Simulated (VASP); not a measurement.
# WSe2 (P6_3/mmc) in VASP: further runs

Runs on WSe2. Level: PBE+D3(BJ). Tasks: single point.

Program: VASP 6.6.1. These are calculated values, not measurements. Logs are shortened: lines on timing, memory, paths and dates and some standing lists are left out, and cuts for length are marked.

**The experiment to reproduce.**

“Time-resolved XUV ARPES with tunable 24–33 eV laser pulses at 30 meV resolution”, 2019, pmc:6684652 reports, for a bulk crystal of WSe2: band gap 1.3 eV (indirect).

The results are compared with them further down.

## (1) The cell of the first run

It takes space group P6_3/mmc (No. 194, hexagonal). Conventional cell: a = 3.279 Å, b = 3.279 Å, c = 12.789 Å, α = 90.00°, β = 90.00°, γ = 120.00°. W (site symmetry -6m2) has 6 Se at 2.53 Å and 6 W at 3.28 Å within 3.3 Å. Within 3.4 Å of Se (site symmetry 3m) lie 3 W at 2.53 Å and 7 Se at 3.28 to 3.37 Å.

## (2) Single point, PBE+D3(BJ)

Contents of INCAR:

```
ALGO     = Normal         # electronic algorithm
EDIFF    = 1E-6           # SCF threshold, eV
ENCUT    = 520            # plane-wave cutoff, eV
GGA      = PE             # functional
ISIF     = 2              # what is computed and relaxed
ISMEAR   = 0              # smearing method
IVDW     = 12             # dispersion correction
LASPH    = T              # aspherical terms in the spheres
LCHARG   = F              # write CHGCAR
LREAL    = F              # projectors in reciprocal space
LWAVE    = F              # write WAVECAR
NBANDS   = 35             # bands
NELM     = 80             # most SCF steps
PREC     = Accurate       # precision mode
SIGMA    = 0.02           # smearing width, eV
```

Contents of KPOINTS:

```
k-points
0
Gamma
  12 12 2
```

Contents of POSCAR:

```
WSe2
1.0
    3.2790275533      0.0000000000      0.0000000000
   -1.6395137766      2.8397211608      0.0000000000
    0.0000000000      0.0000000000     12.7886111760
W Se
2 4
Direct
    0.3333333333      0.6666666667      0.2500000000
    0.6666666667      0.3333333333      0.7500000000
    0.3333333333      0.6666666667      0.6182912209
    0.6666666667      0.3333333333      0.1182912209
    0.3333333333      0.6666666667      0.8817087791
    0.6666666667      0.3333333333      0.3817087791
```

Potentials or basis: VASP PAW PBE potentials, release 64 (W_sv, Se).

Command:

```sh
$ cat potpaw_PBE.64/W_sv/POTCAR potpaw_PBE.64/Se/POTCAR > POTCAR
$ mpirun -np 1 vasp_std > vasp.out
```

OUTCAR:

```text
EDIFF = 1E-6
   ENCUT = 520
   GGA = PE
   ISIF = 2
   ISMEAR = 0
   IVDW = 12
   LASPH = T
   LREAL = F
   NELM = 80
   PREC = Accurate
 IVDW          = 12

 ion  position               nearest neighbor table
   1  0.333  0.667  0.250-   4 2.53   6 2.53   4 2.53   6 2.53   4 2.53   6 2.53
   2  0.667  0.333  0.750-   3 2.53   5 2.53   3 2.53   5 2.53   3 2.53   5 2.53
   3  0.333  0.667  0.618-   2 2.53   2 2.53   2 2.53
   4  0.667  0.333  0.118-   1 2.53   1 2.53   1 2.53
   5  0.333  0.667  0.882-   2 2.53   2 2.53   2 2.53
   6  0.667  0.333  0.382-   1 2.53   1 2.53   1 2.53

  LATTYP: Found a hexagonal cell.
 ALAT       =     3.2790275533
 C/A-ratio  =     3.9001231213

  Lattice vectors:

 A1 = (   3.2790275533,   0.0000000000,   0.0000000000)
 A2 = (  -1.6395137766,   2.8397211608,   0.0000000000)
 A3 = (   0.0000000000,   0.0000000000,  12.7886111760)

Analysis of symmetry for initial positions (statically):
=====================================================================
 Subroutine PRICEL returns:
 Original cell was already a primitive cell.

 Routine SETGRP: Setting up the symmetry group for a
 hexagonal supercell.

 Subroutine GETGRP returns: Found 24 space group operations
 (whereof 12 operations were pure point group operations)
 out of a pool of 24 trial point group operations.

The static configuration has the point symmetry D_3d.
 The point group associated with its full space group is D_6h.

Analysis of symmetry for dynamics (positions and initial velocities):
=====================================================================
 Subroutine PRICEL returns:
 Original cell was already a primitive cell.

 Routine SETGRP: Setting up the symmetry group for a
 hexagonal supercell.

 Subroutine GETGRP returns: Found 24 space group operations
 (whereof 12 operations were pure point group operations)
 out of a pool of 24 trial point group operations.

The dynamic configuration has the point symmetry D_3d.
 The point group associated with its full space group is D_6h.

 Subroutine INISYM returns: Found 24 space group operations
 (whereof 12 operations are pure point group operations),
 and found     1 'primitive' translations

----------------------------------------------------------------------------------------

                                     Primitive cell

  volume of cell :     119.0815

  direct lattice vectors                    reciprocal lattice vectors
     3.279027553  0.000000000  0.000000000     0.304968465  0.176073625  0.000000000
    -1.639513777  2.839721161  0.000000000     0.000000000  0.352147251  0.000000000
     0.000000000  0.000000000 12.788611176     0.000000000  0.000000000  0.078194574

  length of vectors
     3.279027553  3.279027553 12.788611176     0.352147251  0.352147251  0.078194574

  position of ions in fractional coordinates (direct lattice)
     0.333333333  0.666666667  0.250000000
     0.666666667  0.333333333  0.750000000
     0.333333333  0.666666667  0.618291221
     0.666666667  0.333333333  0.118291221
     0.333333333  0.666666667  0.881708779
     0.666666667  0.333333333  0.381708779

  ion indices of the primitive-cell ions
   primitive index   ion index
                 1           1
                 2           2
                 3           3
                 4           4
                 5           5
                 6           6

----------------------------------------------------------------------------------------

 KPOINTS: k-points

Automatic generation of k-mesh.
 Grid dimensions read from file:
 generate k-points for:   12   12    2

 Generating k-lattice:

  Cartesian coordinates                     Fractional coordinates (reciprocal lattice)
     0.025414039  0.014672802  0.000000000     0.083333333  0.000000000  0.000000000
     0.000000000  0.029345604  0.000000000     0.000000000  0.083333333  0.000000000
     0.000000000  0.000000000  0.039097287     0.000000000  0.000000000  0.500000000

  Length of vectors
     0.029345604  0.029345604  0.039097287

  Shift w.r.t. Gamma in fractional coordinates (k-lattice)
     0.000000000  0.000000000  0.000000000

 Subroutine IBZKPT returns following result:
 ===========================================

 Found     38 irreducible k-points:

 Following reciprocal coordinates:
            Coordinates               Weight
  0.000000  0.000000  0.000000      1.000000
  0.083333  0.000000  0.000000      6.000000
  0.166667  0.000000  0.000000      6.000000
  0.250000  0.000000  0.000000      6.000000
  0.333333 -0.000000  0.000000      6.000000
  0.416667  0.000000  0.000000      6.000000
[... 16 lines left out ...]
  0.250000  0.000000  0.500000      6.000000
  0.333333 -0.000000  0.500000      6.000000
 [... further k-points ...]
   k-points           NKPTS =     38   k-points in BZ     NKDIM =     38   number of bands    NBANDS=     35
   number of dos      NEDOS =    301   number of ions     NIONS =      6
   total plane-waves  NPLWV =  55296
   dimension x,y,z NGX =    24 NGY =   24 NGZ =   96
   dimension x,y,z NGXF=    48 NGYF=   48 NGZF=  192
   ions per type =               2   4
   NGX,Y,Z   is equivalent  to a cutoff of  12.17, 12.17, 12.48 a.u.
   NGXF,Y,Z  is equivalent  to a cutoff of  24.34, 24.34, 24.96 a.u.
 SYSTEM =  unknown system
   PREC   = accura    normal or accurate (medium, high low for compatibility)
   ISTART =      0    job   : 0-new  1-cont  2-samecut
   ICHARG =      2    charge: 1-file 2-atom 10-const
   ISPIN  =      1    spin polarized calculation?
   LNONCOLLINEAR =      F non collinear calculations
   LSORBIT =      F    spin-orbit coupling
   LASPH  =      T    aspherical Exc in radial PAW
   ENCUT  =  520.0 eV  38.22 Ry    6.18 a.u.   6.10  6.10 23.78*2*pi/ulx,y,z
   NELM   =     80;   NELMIN=  2; NELMDL= -5     # of ELM steps
   EDIFF  = 0.1E-05   stopping-criterion for ELM
   LREAL  =      F    real-space projection
   EDIFFG = 0.1E-04   stopping-criterion for IOM
   NSW    =      0    number of steps for IOM
   IBRION =     -1    ionic relax: 0-MD 1-quasi-New 2-CG
   NFREE  =      0    steps in history (QN), initial steepest desc. (CG)
   ISIF   =      2    stress and relaxation
   ISYM   =      2    0-nonsym 1-usesym 2-fastsym
   POTIM  = 0.5000    time-step for ionic-motion
   TEBEG  =    0.0;   TEEND  =   0.0 temperature during run
   PSTRESS=    0.0 pullay stress
   NELECT =      52.0000    total number of electrons
   NUPDOWN=      -1.0000    fix difference up-down
   EMIN   =  10.00;   EMAX   =-10.00  energy-range for DOS
   EFERMI =   0.00;   METHOD = LEGACY
   ISMEAR =     0;   SIGMA  =   0.02  broadening in eV -4-tet -1-fermi 0-gaus
   EFERMI_NEDOS =   21; number of points for ismear=-14 and -15
   IALGO  =     38    algorithm
   IMIX   =      4    mixing-type and parameters
     AMIX     =   0.40;   BMIX     =  1.00
     AMIX_MAG =   1.60;   BMIX_MAG =  1.00
  volume/ion in A,a.u.               =      19.85       133.93
  Fermi-wavevector in a.u.,A,eV,Ry     =   1.242018  2.347074 20.988466  1.542609
  Thomas-Fermi vector in A             =   2.376391
   LORBIT       =      0    0 simple, 1 ext, 2 COOP (PROOUT), +10 PAW based schemes
   GGA     = PE    functional components
   LHFCALC =     F    Hartree Fock is set to
   AEXX    =    0.0000 exact exchange contribution
   IVDW    =    12    specifies the selected vdW correction
   LEPSILON=     F    determine dielectric tensor
   LRPA    =     F    only Hartree local field effects (RPA)
 non-spin polarized calculation
 Gauss-broadening in eV      SIGMA  =   0.02
  energy-cutoff  :      520.00
  volume of cell :      119.08
 maximum number of plane-waves:      3248
   NGX = 13   NGY = 13   NGZ = 47

 number of electron      51.9999988 magnetization

 Free energy of the ion-electron system (eV)
  ---------------------------------------------------
  ext. energy  EPLUGINS =         0.00000000
  ---------------------------------------------------
  free energy    TOTEN  =       -43.07781216 eV

  energy without entropy =      -43.07781216  energy(sigma->0) =      -43.07781216

 E-fermi :   6.7248     XC(G=0): -10.8975

 val. band max:        6.5242449795   @ k =   0.0000   0.0000   0.0000
 cond. band min:       7.4144537677   @ k =   0.1667   0.1667   0.0000
 fundamental gap:      0.8902087882
 Fermi energy:         6.7247534330

 k-point     1 :       0.0000    0.0000    0.0000
  band No.  band energies     occupation
      1     -67.8188      2.00000
      2     -67.8188      2.00000
      3     -32.0695      2.00000
      4     -32.0694      2.00000
      5     -31.9324      2.00000
      6     -31.9324      2.00000
[... 27 lines left out ...]
     34       9.4660      0.00000
     35      11.0787      0.00000

 k-point     2 :       0.0833    0.0000    0.0000
  band No.  band energies     occupation
      1     -67.8181      2.00000
      2     -67.8181      2.00000
      3     -32.0664      2.00000
      4     -32.0664      2.00000
      5     -31.9487      2.00000
      6     -31.9487      2.00000
[... 27 lines left out ...]
     34       9.4266      0.00000
     35      11.6996      0.00000

 k-point     3 :       0.1667    0.0000    0.0000
  band No.  band energies     occupation
      1     -67.8161      2.00000
      2     -67.8161      2.00000
      3     -32.0579      2.00000
      4     -32.0579      2.00000
      5     -31.9931      2.00000
      6     -31.9930      2.00000
[... 27 lines left out ...]
     34       9.8880      0.00000
     35      12.6203      0.00000
[... 723 lines left out ...]
 k-point    23 :       0.2500    0.0000    0.5000
  band No.  band energies     occupation
      1     -67.8134      2.00000
      2     -67.8134      2.00000
      3     -32.0530      2.00000
      4     -32.0530      2.00000
      5     -32.0463      2.00000
      6     -32.0463      2.00000
[... 27 lines left out ...]
     34      10.1774      0.00000
     35      12.8411      0.00000

 k-point    24 :       0.3333   -0.0000    0.5000
  band No.  band energies     occupation
      1     -67.8107      2.00000
      2     -67.8107      2.00000
      3     -32.1123      2.00000
      4     -32.1123      2.00000
      5     -32.0347      2.00000
      6     -32.0347      2.00000
[... 27 lines left out ...]
     34      10.4333      0.00000
     35      12.0514      0.00000

 [... further k-points ...]

------------------------ aborting loop because EDIFF is reached ----------------------------------------

 Edisp (eV)   -2.85284

 E8    (eV) :    -1.2725

  FORCE on cell =-STRESS in cart. coord.  units (eV):
  Direction    XX          YY          ZZ          XY          YZ          ZX
  --------------------------------------------------------------------------------------
  -------------------------------------------------------------------------------------
  Total       0.20599     0.20599     0.29227     0.00000     0.00000    -0.00000
  in kB       2.77147     2.77147     3.93232     0.00000     0.00000    -0.00000
  external pressure =        3.16 kB  Pullay stress =        0.00 kB

 VOLUME and BASIS-vectors are now :
 -----------------------------------------------------------------------------
  energy-cutoff  :      520.00
  volume of cell :      119.08
      direct lattice vectors                 reciprocal lattice vectors
     3.279027553  0.000000000  0.000000000     0.304968465  0.176073625  0.000000000
    -1.639513777  2.839721161  0.000000000     0.000000000  0.352147251  0.000000000
     0.000000000  0.000000000 12.788611176     0.000000000  0.000000000  0.078194574

 POSITION                                       TOTAL-FORCE (eV/Angst)
 -----------------------------------------------------------------------------------
     -0.00000      1.89315      3.19715         0.000000      0.000000      0.000000
      1.63951      0.94657      9.59146        -0.000000      0.000000      0.000000
     -0.00000      1.89315      7.90709        -0.000000     -0.000000     -0.047007
      1.63951      0.94657      1.51278        -0.000000      0.000000     -0.047007
     -0.00000      1.89315     11.27583        -0.000000     -0.000000      0.047007
      1.63951      0.94657      4.88153         0.000000      0.000000      0.047007
 -----------------------------------------------------------------------------------
    total drift:                                0.000000     -0.000000      0.000000

  FREE ENERGIE OF THE ION-ELECTRON SYSTEM (eV)
  ---------------------------------------------------
  free  energy   TOTEN  =       -45.9306479751 eV

  energy  without entropy=      -45.9306479751  energy(sigma->0) =      -45.93064798
```

It took 1.9 min on 1 thread of Intel Xeon Platinum 8259CL at 2.50GHz (Skylake/Cascade Lake), shared host; peak memory 0.31 GiB.

What came out:

```
Free energy                : -45.9306 eV
Pressure                   : 0.3 GPa
Largest force              : 0.047 eV/Å
Band gap on the k mesh     : 0.89 eV (least direct gap 1.56 eV)
Dispersion energy per atom : -0.475 eV
```

Forces on the atoms (eV/Å):
```
W    0.000  0.000  0.000
W    0.000  0.000  0.000
Se   0.000  0.000 -0.047
Se   0.000  0.000 -0.047
Se   0.000  0.000  0.047
Se   0.000  0.000  0.047
```

Stress tensor (GPa, compression positive):
```
0.28 0.00 0.00
0.00 0.28 0.00
0.00 0.00 0.39
```

Caveat: spin-orbit coupling is left out, which moves the levels of the heavy elements.

(Continued in part 2 of 2.)
